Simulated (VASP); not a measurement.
A run of VASP 6.6.1 is set up as follows.

Contents of INCAR:

```
PREC = Accurate ; ENCUT = 520
EDIFF = 1E-7 ; ISMEAR = 0
SIGMA = 0.05 ; LREAL = False
LASPH = True ; NELM = 80
ALGO = Normal ; ISIF = 2
LWAVE = False ; LCHARG = False
GGA = PE ; NBANDS = 15
```

File KPOINTS:

```
regular mesh
0
Gamma
  8 8 8
```

The input POSCAR:

```
KF
1.0
    0.0000000000      2.6735000000      2.6735000000
    2.6735000000      0.0000000000      2.6735000000
    2.6735000000      2.6735000000      0.0000000000
K F
1 1
Direct
    0.0000000000      0.0000000000      0.0000000000
    0.5000000000      0.5000000000      0.5000000000
```

Potentials or basis: VASP PAW PBE potentials, release 64 (K_sv, F).

Run with:

```console
$ cat potpaw_PBE.64/K_sv/POTCAR potpaw_PBE.64/F/POTCAR > POTCAR
$ mpirun -np 1 vasp_std > vasp.out
```

(1) Predict the pressure.

(2) Estimate the band gap on the k mesh.

Answers

(1) 1.4 GPa.

(2) 6.16 eV, direct.
